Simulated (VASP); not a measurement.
Set up this calculation in VASP 6.6.1, as the native input.

- Task: single point
- Functional: BLYP
- Dispersion: D4
- Potentials or basis: VASP PAW PBE potentials, release 64 (Pb_d, S)
- Cutoff: 520 eV
- k mesh: 8 × 8 × 8
- Occupations: fermi-dirac, width 0.05 eV
- Spin: no spin polarisation
- Dipole correction: no
- Further INCAR settings: ALGO = Normal; EDIFF = 1e-07; NBANDS = 17

The structure of PbS (Galena) lies in POSCAR:

```
PbS
1.0
    0.0000000000      2.9458450378      2.9458450378
    2.9458450378      0.0000000000      2.9458450378
    2.9458450378      2.9458450378      0.0000000000
Pb S
1 1
Direct
    0.0000000000      0.0000000000      0.0000000000
    0.5000000000      0.5000000000      0.5000000000
```

One way to write it, as run:

INCAR

```
  PREC = Accurate
  ENCUT = 520
  EDIFF = 1E-7
  ISMEAR = -1
  SIGMA = 0.05
  LREAL = F
  LASPH = T
  NELM = 100
  ALGO = Normal
  ISIF = 2
  LWAVE = F
  LCHARG = F
  GGA = B5
  ALDAX = 1.0
  AGGAX = 1.0
  AGGAC = 1.0
  ALDAC = 0.0
  IVDW = 13
  VDW_S6 = 1.0
  VDW_S8 = 2.34076671
  VDW_A1 = 0.44488865
  VDW_A2 = 4.0933009
  NBANDS = 17
```

KPOINTS

```
regular mesh
0
Gamma
  8 8 8
```

Potentials or basis: VASP PAW PBE potentials, release 64 (Pb_d, S).

The run is started by

```console
$ cat potpaw_PBE.64/Pb_d/POTCAR potpaw_PBE.64/S/POTCAR > POTCAR
$ mpirun -np 1 vasp_std > vasp.out
```

It gave:

- Pressure: 3.2 GPa
- Band gap on the k mesh: 0.41 eV, direct
- Dispersion energy per atom: -0.721 eV

Caveat: the PAW data sets were made with another functional, which shifts forces and pressure a little; spin-orbit coupling is left out, which moves the levels of the heavy elements.

It took 26 s on 1 thread of Intel(R) Xeon(R) Platinum 8488C (Sapphire Rapids), with other jobs on the host, peak memory 0.18 GiB.
